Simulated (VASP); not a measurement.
# Ti (P6_3/mmc) in VASP: notebook, part 2 of 2

VASP 6.6.1. The steps go on from the part before.

## Step 5: Single point, PBEsol (strain +0.030 along x and y, +0.030 along z)

INCAR reads:

```
ALGO = Fast
EDIFF = 1E-7
ENCUT = 520
GGA = PS
ISIF = 2
ISMEAR = 0
LASPH = True
LCHARG = False
LREAL = False
LWAVE = False
NBANDS = 19
NELM = 60
PREC = Accurate
SIGMA = 0.15
```

KPOINTS reads:

```
k-points
0
Gamma
  18 18 10
```

POSCAR reads:

```
Ti
1.0
    3.0384977962      0.0000000000      0.0000000000
   -1.5192488981      2.6314162809      0.0000000000
    0.0000000000      0.0000000000      4.8265800000
Ti
2
Direct
    0.3333333333      0.6666666667      0.2500000000
    0.6666666667      0.3333333333      0.7500000000
```

Potentials or basis: VASP PAW PBE potentials, release 64 (Ti_sv).

Command:

```sh
$ cat potpaw_PBE.64/Ti_sv/POTCAR > POTCAR
$ mpirun -np 1 vasp_std > vasp.out
```

OUTCAR:

```text
EDIFF = 1E-7
   ENCUT = 520
   GGA = PS
   ISIF = 2
   ISMEAR = 0
   LASPH = True
   LREAL = False
   NELM = 60
   PREC = Accurate

 ion  position               nearest neighbor table
   1  0.333  0.667  0.250-
   2  0.667  0.333  0.750-

  LATTYP: Found a hexagonal cell.
 ALAT       =     3.0384977962
 C/A-ratio  =     1.5884757284

  Lattice vectors:

 A1 = (   3.0384977962,   0.0000000000,   0.0000000000)
[... 714 lines left out ...]
     19      10.8370      0.00000

 [... further k-points ...]

------------------------ aborting loop because EDIFF is reached ----------------------------------------

  FORCE on cell =-STRESS in cart. coord.  units (eV):
  Direction    XX          YY          ZZ          XY          YZ          ZX
  --------------------------------------------------------------------------------------
  -------------------------------------------------------------------------------------
  Total       -3.1428857     -3.1428857     -3.2914047      0.0000000     -0.0000000      0.0000000
  in kB     -130.4821731   -130.4821731   -136.6481864      0.0000000     -0.0000000      0.0000000
  external PRESSURE =    -132.5375109 kB  Pullay stress =       0.0000000 kB

 VOLUME and BASIS-vectors are now :
 -----------------------------------------------------------------------------
  energy-cutoff  :      520.00
  volume of cell :       38.59
      direct lattice vectors                 reciprocal lattice vectors
     3.038497796  0.000000000  0.000000000     0.329109997  0.190011745  0.000000000
    -1.519248898  2.631416281  0.000000000     0.000000000  0.380023490  0.000000000
     0.000000000  0.000000000  4.826580000     0.000000000  0.000000000  0.207186041

 POSITION                                       TOTAL-FORCE (eV/Angst)
 -----------------------------------------------------------------------------------
     -0.00000      1.75428      1.20664        -0.000000      0.000000      0.000000
      1.51925      0.87714      3.61993         0.000000     -0.000000      0.000000
 -----------------------------------------------------------------------------------
    total drift:                               -0.000000      0.000000     -0.000000

  FREE ENERGIE OF THE ION-ELECTRON SYSTEM (eV)
  ---------------------------------------------------
  free  energy   TOTEN  =       -16.4504718151 eV

  energy  without entropy=      -16.4236051195  energy(sigma->0) =      -16.43703847
```

OSZICAR:

```text
N       E                     dE             d eps       ncg     rms          rms(c)
DAV:   1     0.263422720484E+03    0.26342E+03   -0.13033E+04  8436   0.153E+03
DAV:   2     0.113533362292E+02   -0.25207E+03   -0.24820E+03  8631   0.439E+02
DAV:   3    -0.176929392428E+02   -0.29046E+02   -0.28678E+02 15842   0.122E+02
[... 36 lines left out ...]
RMM:  40    -0.164504713783E+02   -0.21368E-06   -0.22499E-06 10306   0.712E-03    0.294E-04
RMM:  41    -0.164504715199E+02   -0.14157E-06   -0.17810E-06 10326   0.618E-03    0.289E-04
RMM:  42    -0.164504716235E+02   -0.10366E-06   -0.14123E-06  8558   0.540E-03    0.161E-04
RMM:  43    -0.164504717369E+02   -0.11337E-06   -0.12395E-06  8286   0.487E-03    0.142E-04
RMM:  44    -0.164504718151E+02   -0.78212E-07   -0.90446E-07  8248   0.450E-03
   1 F= -.16450472E+02 E0= -.16437038E+02  d E =-.268667E-01
```

Wall time 12 min (1 thread of AMD EPYC 7R43 (Zen 3), shared host); peak memory 0.2 GiB.

What came out:

* Free energy: -16.4505 eV
* Pressure: -13.3 GPa
* Band gap on the k mesh: zero (bands 12 and 13 overlap by 1.03 eV)

Stress tensor (GPa, compression positive):
```
-13.05   0.00   0.00
  0.00 -13.05   0.00
  0.00   0.00 -13.66
```

Caveat: the cell differs from its parent crystal (strain +0.030 along x and y, +0.030 along z); the cell stands under tension; the PAW data sets were made with another functional, which shifts forces and pressure a little.

## Step 6: Single point, PBEsol (strain -0.030 along x and y, -0.030 along z)

INCAR reads:

```
ALGO = Fast
EDIFF = 1E-6
ENCUT = 520
GGA = PS
ISIF = 2
ISMEAR = 0
LASPH = T
LCHARG = F
LREAL = F
LWAVE = F
NBANDS = 19
NELM = 100
PREC = Accurate
SIGMA = 0.15
```

KPOINTS is that of step 5.

POSCAR reads:

```
Ti
1.0
    2.8614979246      0.0000000000      0.0000000000
   -1.4307489623      2.4781298956      0.0000000000
    0.0000000000      0.0000000000      4.5454200000
Ti
2
Direct
    0.3333333333      0.6666666667      0.2500000000
    0.6666666667      0.3333333333      0.7500000000
```

Potentials or basis: VASP PAW PBE potentials, release 64 (Ti_sv).

Command:

```sh
$ cat potpaw_PBE.64/Ti_sv/POTCAR > POTCAR
$ mpirun -np 1 vasp_std > vasp.out
```

It took 5.5 min on 1 thread of Intel Xeon Platinum 8259CL at 2.50GHz (Skylake/Cascade Lake), shared host; peak memory 0.24 GiB.

The run converged. Its results:

```yaml
Free_energy: -16.6745 eV
Pressure: 4.2 GPa
Band_gap_on_the_k_mesh: zero (bands 12 and 13 overlap by 1.13 eV)
```

Stress tensor (GPa, compression positive):
```
4.30 0.00 0.00
0.00 4.30 0.00
0.00 0.00 3.97
```

Levels at points of the mesh, in eV from the Fermi level:
| k point | band 8 | band 9 | band 10 | band 11 | band 12 | band 13 | band 14 | band 15 | band 16 | band 17 |
| --- | --- | --- | --- | --- | --- | --- | --- | --- | --- | --- |
| (0.00, 0.00, 0.00) | -32.34 | -6.38 | -2.88 | 0.82 | 0.82 | 0.93 | 0.98 | 1.37 | 1.37 | 1.77 |
| (0.50, 0.00, 0.00) | -32.44 | -2.44 | -2.39 | -2.06 | -0.52 | 0.50 | 0.68 | 1.28 | 3.70 | 3.93 |
| (0.00, 0.00, 0.50) | -32.41 | -4.42 | -4.42 | 0.08 | 0.08 | 0.72 | 0.72 | 0.72 | 0.72 | 3.07 |
| (0.50, 0.00, 0.50) | -32.55 | -2.76 | -2.76 | -0.91 | -0.91 | 1.56 | 1.56 | 1.88 | 1.88 | 3.85 |

Caveat: the cell differs from its parent crystal (strain -0.030 along x and y, -0.030 along z); the cell stands under pressure; the PAW data sets were made with another functional, which shifts forces and pressure a little.

## Step 7: Overview

```csv
cell,further INCAR settings,gap on the mesh (eV),pressure (GPa)
"a = 2.994, b = 2.994, c = 4.756 Å, angles 90.0, 90.0, 120.0°, 2 atoms",ALGO = Fast; EDIFF = 1e-06; NBANDS = 19,none,-10.3
"a = 2.994, b = 2.994, c = 4.827 Å, angles 90.0, 90.0, 120.0°, 2 atoms",ALGO = Fast; EDIFF = 1e-06; NBANDS = 19,none,-11.3
"a = 3.038, b = 3.038, c = 4.756 Å, angles 90.0, 90.0, 120.0°, 2 atoms",ALGO = Fast; EDIFF = 1e-06; NBANDS = 19,none,-12.3
"a = 3.038, b = 3.038, c = 4.827 Å, angles 90.0, 90.0, 120.0°, 2 atoms",ALGO = Fast; EDIFF = 1e-07; NBANDS = 19,none,-13.3
"a = 2.861, b = 2.861, c = 4.545 Å, angles 90.0, 90.0, 120.0°, 2 atoms",ALGO = Fast; EDIFF = 1e-06; NBANDS = 19,none,4.2
```

Alike in all rows: task single point; level PBEsol; potentials or basis VASP PAW PBE potentials, release 64 (Ti_sv); no spin polarisation; k mesh 18 × 18 × 10; cutoff (eV) 520; smearing gaussian 0.15 eV.

Caveats: the PAW data sets were made with another functional, which shifts forces and pressure a little; the cell stands under tension (at least some runs); the cell stands under pressure (at least some runs).

Absolute energies hang on the potentials; compare differences alone.
